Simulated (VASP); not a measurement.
# Ni3Pt (Pm-3m) in VASP: single point with LDA

Aim: the single point of Ni3Pt with LDA.

Everything below comes from runs of VASP 6.6.1. Logs are shortened: lines on timing, memory, paths and dates and some standing lists are left out, and cuts for length are marked.

## Step 1: The cell of the first run

The structure is cubic, space group Pm-3m (No. 221). The conventional cell has a = 3.625 Å, b = 3.625 Å, c = 3.625 Å, α = 90.00°, β = 90.00°, γ = 90.00°. Within 3.4 Å of Ni (site symmetry 4/mmm) lie 8 Ni at 2.56 Å and 4 Pt at 2.56 Å. Within 3.4 Å of Pt (site symmetry m-3m) lie 12 Ni at 2.56 Å.

## Step 2: Single point, LDA, collinear spin, ferromagnetic start

The input, INCAR:

```
SYSTEM = Ni3Pt
PREC = Accurate
ENCUT = 520
EDIFF = 1E-6
ISMEAR = -1
SIGMA = 0.05
LREAL = .FALSE.
LASPH = .TRUE.
NELM = 150
ALGO = Normal
ISIF = 2
LWAVE = .FALSE.
LCHARG = .TRUE.
ISPIN = 2
MAGMOM = 0.6 0.6 0.6 0.3
LORBIT = 11
LMAXMIX = 4
GGA = CA
LELF = .TRUE.
LVHAR = .TRUE.
NBANDS = 32
```

The input, KPOINTS:

```
Automatic mesh
0
G
  8 8 8
  0 0 0
```

The input, POSCAR:

```
Ni3Pt
1.0
    3.6245667900      0.0000000000      0.0000000000
    0.0000000000      3.6245667900      0.0000000000
    0.0000000000      0.0000000000      3.6245667900
Ni Pt
3 1
Direct
    0.5000000000      0.0000000000      0.5000000000
    0.0000000000      0.5000000000      0.5000000000
    0.5000000000      0.5000000000      0.0000000000
    0.0000000000      0.0000000000      0.0000000000
```

Potentials or basis: VASP PAW LDA potentials, release 64 (Ni, Pt).

Run with:

```sh
$ cat potpaw_LDA.64/Ni/POTCAR potpaw_LDA.64/Pt/POTCAR > POTCAR
$ mpirun -np 1 vasp_std > vasp.out
```

OUTCAR:

```text
SYSTEM = Ni3Pt
   PREC = Accurate
   ENCUT = 520
   EDIFF = 1E-6
   ISMEAR = -1
   LREAL = .FALSE.
   LASPH = .TRUE.
   NELM = 150
   ISIF = 2
   ISPIN = 2
   LORBIT = 11
   GGA = CA

 ion  position               nearest neighbor table
   1  0.500  0.000  0.500-   2 2.56   3 2.56   4 2.56   3 2.56   4 2.56   2 2.56   3 2.56   3 2.56
                             2 2.56   4 2.56   4 2.56   2 2.56
   2  0.000  0.500  0.500-   1 2.56   3 2.56   4 2.56   3 2.56   4 2.56   1 2.56   4 2.56   4 2.56
                             1 2.56   3 2.56   3 2.56   1 2.56
   3  0.500  0.500  0.000-   1 2.56   2 2.56   4 2.56   1 2.56   2 2.56   1 2.56   4 2.56   1 2.56
                             2 2.56   4 2.56   2 2.56   4 2.56
   4  0.000  0.000  0.000-   1 2.56   2 2.56   3 2.56   1 2.56   2 2.56   2 2.56   3 2.56   2 2.56
                             1 2.56   3 2.56   1 2.56   3 2.56

  LATTYP: Found a simple cubic cell.
 ALAT       =     3.6245667900

  Lattice vectors:

 A1 = (   3.6245667900,   0.0000000000,   0.0000000000)
 A2 = (   0.0000000000,   3.6245667900,   0.0000000000)
 A3 = (   0.0000000000,   0.0000000000,   3.6245667900)

Analysis of symmetry for initial positions (statically):
=====================================================================
 Subroutine PRICEL returns:
 Original cell was already a primitive cell.

 Routine SETGRP: Setting up the symmetry group for a
 simple cubic supercell.

 Subroutine GETGRP returns: Found 48 space group operations
 (whereof 48 operations were pure point group operations)
 out of a pool of 48 trial point group operations.

The static configuration has the point symmetry O_h .

Analysis of symmetry for dynamics (positions and initial velocities):
=====================================================================
 Subroutine PRICEL returns:
 Original cell was already a primitive cell.

 Routine SETGRP: Setting up the symmetry group for a
 simple cubic supercell.

 Subroutine GETGRP returns: Found 48 space group operations
 (whereof 48 operations were pure point group operations)
 out of a pool of 48 trial point group operations.

The dynamic configuration has the point symmetry O_h .

Analysis of structural, dynamic, and magnetic symmetry:
=====================================================================
 Subroutine PRICEL returns:
 Original cell was already a primitive cell.

 Routine SETGRP: Setting up the symmetry group for a
 simple cubic supercell.

 Subroutine GETGRP returns: Found 48 space group operations
 (whereof 48 operations were pure point group operations)
 out of a pool of 48 trial point group operations.

The overall configuration has the point symmetry O_h .

 Subroutine INISYM returns: Found 48 space group operations
 (whereof 48 operations are pure point group operations),
 and found     1 'primitive' translations

----------------------------------------------------------------------------------------

                                     Primitive cell

  volume of cell :      47.6177

  direct lattice vectors                    reciprocal lattice vectors
     3.624566790  0.000000000  0.000000000     0.275895040  0.000000000  0.000000000
     0.000000000  3.624566790  0.000000000     0.000000000  0.275895040  0.000000000
     0.000000000  0.000000000  3.624566790     0.000000000  0.000000000  0.275895040

  length of vectors
     3.624566790  3.624566790  3.624566790     0.275895040  0.275895040  0.275895040

  position of ions in fractional coordinates (direct lattice)
     0.500000000  0.000000000  0.500000000
     0.000000000  0.500000000  0.500000000
     0.500000000  0.500000000  0.000000000
     0.000000000  0.000000000  0.000000000

  ion indices of the primitive-cell ions
   primitive index   ion index
                 1           1
                 2           2
                 3           3
                 4           4

----------------------------------------------------------------------------------------

 KPOINTS: Automatic mesh

Automatic generation of k-mesh.
 Grid dimensions read from file:
 generate k-points for:    8    8    8

 Generating k-lattice:

  Cartesian coordinates                     Fractional coordinates (reciprocal lattice)
     0.034486880  0.000000000  0.000000000     0.125000000  0.000000000  0.000000000
     0.000000000  0.034486880  0.000000000     0.000000000  0.125000000  0.000000000
     0.000000000  0.000000000  0.034486880     0.000000000  0.000000000  0.125000000

  Length of vectors
     0.034486880  0.034486880  0.034486880

  Shift w.r.t. Gamma in fractional coordinates (k-lattice)
     0.000000000  0.000000000  0.000000000

 Subroutine IBZKPT returns following result:
 ===========================================

 Found     35 irreducible k-points:

 Following reciprocal coordinates:
            Coordinates               Weight
  0.000000  0.000000  0.000000      1.000000
  0.125000  0.000000  0.000000      6.000000
  0.250000  0.000000  0.000000      6.000000
  0.375000  0.000000  0.000000      6.000000
  0.500000  0.000000  0.000000      3.000000
  0.125000  0.125000  0.000000     12.000000
[... 16 lines left out ...]
  0.375000  0.375000  0.125000     24.000000
  0.500000  0.375000  0.125000     24.000000
 [... further k-points ...]
   k-points           NKPTS =     35   k-points in BZ     NKDIM =     35   number of bands    NBANDS=     32
   number of dos      NEDOS =    301   number of ions     NIONS =      4
   total plane-waves  NPLWV =  21952
   dimension x,y,z NGX =    28 NGY =   28 NGZ =   28
   dimension x,y,z NGXF=    56 NGYF=   56 NGZF=   56
   ions per type =               3   1
   NGX,Y,Z   is equivalent  to a cutoff of  12.84, 12.84, 12.84 a.u.
   NGXF,Y,Z  is equivalent  to a cutoff of  25.69, 25.69, 25.69 a.u.
 SYSTEM =  Ni3Pt
   PREC   = accura    normal or accurate (medium, high low for compatibility)
   ISTART =      0    job   : 0-new  1-cont  2-samecut
   ICHARG =      2    charge: 1-file 2-atom 10-const
   ISPIN  =      2    spin polarized calculation?
   LNONCOLLINEAR =      F non collinear calculations
   LSORBIT =      F    spin-orbit coupling
   LASPH  =      T    aspherical Exc in radial PAW
   ENCUT  =  520.0 eV  38.22 Ry    6.18 a.u.   6.74  6.74  6.74*2*pi/ulx,y,z
   NELM   =    150;   NELMIN=  2; NELMDL= -5     # of ELM steps
   EDIFF  = 0.1E-05   stopping-criterion for ELM
   LREAL  =      F    real-space projection
   EDIFFG = 0.1E-04   stopping-criterion for IOM
   NSW    =      0    number of steps for IOM
   IBRION =     -1    ionic relax: 0-MD 1-quasi-New 2-CG
   NFREE  =      0    steps in history (QN), initial steepest desc. (CG)
   ISIF   =      2    stress and relaxation
   ISYM   =      2    0-nonsym 1-usesym 2-fastsym
   POTIM  = 0.5000    time-step for ionic-motion
   TEBEG  =    0.0;   TEEND  =   0.0 temperature during run
   PSTRESS=    0.0 pullay stress
   NELECT =      40.0000    total number of electrons
   NUPDOWN=      -1.0000    fix difference up-down
   EMIN   =  10.00;   EMAX   =-10.00  energy-range for DOS
   EFERMI =   0.00;   METHOD = LEGACY
   ISMEAR =    -1;   SIGMA  =   0.05  broadening in eV -4-tet -1-fermi 0-gaus
   EFERMI_NEDOS =   21; number of points for ismear=-14 and -15
   IALGO  =     38    algorithm
   IMIX   =      4    mixing-type and parameters
     AMIX     =   0.40;   BMIX     =  1.00
     AMIX_MAG =   1.60;   BMIX_MAG =  1.00
  volume/ion in A,a.u.               =      11.90        80.34
  Fermi-wavevector in a.u.,A,eV,Ry     =   1.544681  2.919023 32.464024  2.386038
  Thomas-Fermi vector in A             =   2.650167
   LORBIT       =     11    0 simple, 1 ext, 2 COOP (PROOUT), +10 PAW based schemes
   GGA     = CA    functional components
   LHFCALC =     F    Hartree Fock is set to
   AEXX    =    0.0000 exact exchange contribution
   IVDW    =     0    specifies the selected vdW correction
   LEPSILON=     F    determine dielectric tensor
   LRPA    =     F    only Hartree local field effects (RPA)
 spin polarized calculation
  energy-cutoff  :      520.00
  volume of cell :       47.62
 maximum number of plane-waves:      1328
 NGX is ok and might be reduce to    28
   NGX = 13   NGY = 13   NGZ = 13

 number of electron      40.0000059 magnetization       2.0858052

 Free energy of the ion-electron system (eV)
  ---------------------------------------------------
  ext. energy  EPLUGINS =         0.00000000
  ---------------------------------------------------
  free energy    TOTEN  =       -27.41262662 eV

  energy without entropy =      -27.35480222  energy(sigma->0) =      -27.38371442

 E-fermi :   9.7262     XC(G=0): -13.6398

 val. band max:        9.7254459872   @ k =   0.5000   0.2500   0.0000
 cond. band min:       9.7274710031   @ k =   0.2500   0.2500   0.1250
 fundamental gap:      0.0020250159
 Fermi energy:         9.7262478357

 spin component 1

 k-point     1 :       0.0000    0.0000    0.0000
  band No.  band energies     occupation
      1       0.2867      1.00000
      2       3.7591      1.00000
      3       3.7591      1.00000
      4       4.7071      1.00000
      5       4.7071      1.00000
      6       4.7071      1.00000
[... 829 lines left out ...]
     31      25.4885      0.00000
     32      26.7179      0.00000

 [... further k-points ...]

 spin component 2

 k-point     1 :       0.0000    0.0000    0.0000
  band No.  band energies     occupation
      1       0.3387      1.00000
      2       3.9500      1.00000
      3       3.9500      1.00000
      4       5.0248      1.00000
      5       5.0248      1.00000
      6       5.0248      1.00000
[... 829 lines left out ...]
     31      25.6197      0.00000
     32      26.8389      0.00000

 [... further k-points ...]
[... 5 lines left out ...]
  --------------------------------------------------------------------------------------
  -------------------------------------------------------------------------------------
  Total       -3.4654893     -3.4654893     -3.4654893     -0.0000000      0.0000000     -0.0000000
  in kB     -116.6022203   -116.6022203   -116.6022203     -0.0000000      0.0000000     -0.0000000
  external PRESSURE =    -116.6022203 kB  Pullay stress =       0.0000000 kB

 VOLUME and BASIS-vectors are now :
 -----------------------------------------------------------------------------
  energy-cutoff  :      520.00
  volume of cell :       47.62
      direct lattice vectors                 reciprocal lattice vectors
     3.624566790  0.000000000  0.000000000     0.275895040  0.000000000  0.000000000
     0.000000000  3.624566790  0.000000000     0.000000000  0.275895040  0.000000000
     0.000000000  0.000000000  3.624566790     0.000000000  0.000000000  0.275895040

 POSITION                                       TOTAL-FORCE (eV/Angst)
 -----------------------------------------------------------------------------------
      1.81228      0.00000      1.81228         0.000000      0.000000      0.000000
      0.00000      1.81228      1.81228         0.000000      0.000000      0.000000
      1.81228      1.81228      0.00000         0.000000      0.000000      0.000000
      0.00000      0.00000      0.00000         0.000000      0.000000      0.000000
 -----------------------------------------------------------------------------------
    total drift:                                0.000000      0.000000      0.000000

  FREE ENERGIE OF THE ION-ELECTRON SYSTEM (eV)
  ---------------------------------------------------
  free  energy   TOTEN  =       -27.4126266245 eV

  energy  without entropy=      -27.3548022228  energy(sigma->0) =      -27.38371442

 total charge

# of ion       s       p       d       tot
------------------------------------------
    1        0.472   0.490   8.335   9.296
    2        0.472   0.490   8.335   9.296
    3        0.472   0.490   8.335   9.296
    4        0.745   0.665   8.060   9.469
--------------------------------------------------
tot          2.160   2.135  33.064  37.358

 magnetization (x)

# of ion       s       p       d       tot
------------------------------------------
    1       -0.003  -0.010   0.611   0.598
    2       -0.003  -0.010   0.611   0.598
    3       -0.003  -0.010   0.611   0.598
    4       -0.005  -0.020   0.323   0.298
--------------------------------------------------
tot         -0.013  -0.050   2.157   2.093
```

It took 2.9 min on 1 thread of AMD EPYC 7R13, shared host; peak memory 0.18 GiB.

Results:

| Quantity | Value |
| --- | --- |
| Free energy | -27.4126 eV |
| Pressure | -11.7 GPa |
| Net moment | 2.09 μB per cell |
| Site moments | Ni +0.60; Pt +0.30 μB |
| Valence electrons inside the program's atomic spheres | Ni 9.30; Pt 9.47 |

Levels at points of the mesh, in eV from the Fermi level:
Spin up:
| k point | band 17 | band 18 | band 19 | band 20 | band 21 | band 22 | band 23 | band 24 | band 25 | band 26 |
| --- | --- | --- | --- | --- | --- | --- | --- | --- | --- | --- |
| (0.00, 0.00, 0.00) | -0.21 | -0.21 | 0.18 | 0.18 | 0.18 | 2.25 | 2.25 | 2.25 | 8.34 | 10.36 |
| (0.50, 0.00, 0.00) | -1.37 | -1.30 | -0.94 | -0.68 | -0.46 | 0.15 | 7.46 | 7.46 | 8.48 | 8.48 |
| (0.50, 0.50, 0.00) | -1.50 | -1.29 | -1.23 | -1.23 | 0.80 | 0.80 | 1.27 | 2.27 | 10.32 | 11.37 |
| (0.50, 0.50, 0.50) | -0.26 | -0.26 | -0.25 | -0.25 | -0.25 | -0.23 | -0.23 | -0.23 | 4.58 | 6.61 |
Spin down:
| k point | band 16 | band 17 | band 18 | band 19 | band 20 | band 21 | band 22 | band 23 |
| --- | --- | --- | --- | --- | --- | --- | --- | --- |
| (0.00, 0.00, 0.00) | 0.19 | 0.28 | 0.28 | 0.71 | 0.71 | 0.71 | 2.30 | 2.30 |
| (0.50, 0.00, 0.00) | -0.95 | -0.85 | -0.81 | -0.36 | -0.23 | 0.19 | 0.69 | 7.66 |
| (0.50, 0.50, 0.00) | -1.11 | -0.84 | -0.71 | -0.71 | -0.67 | 1.28 | 1.28 | 1.71 |
| (0.50, 0.50, 0.50) | -0.21 | 0.00 | 0.00 | 0.00 | 0.27 | 0.27 | 0.30 | 0.30 |

Caveat: spin-orbit coupling is left out, which moves the levels of the heavy elements.
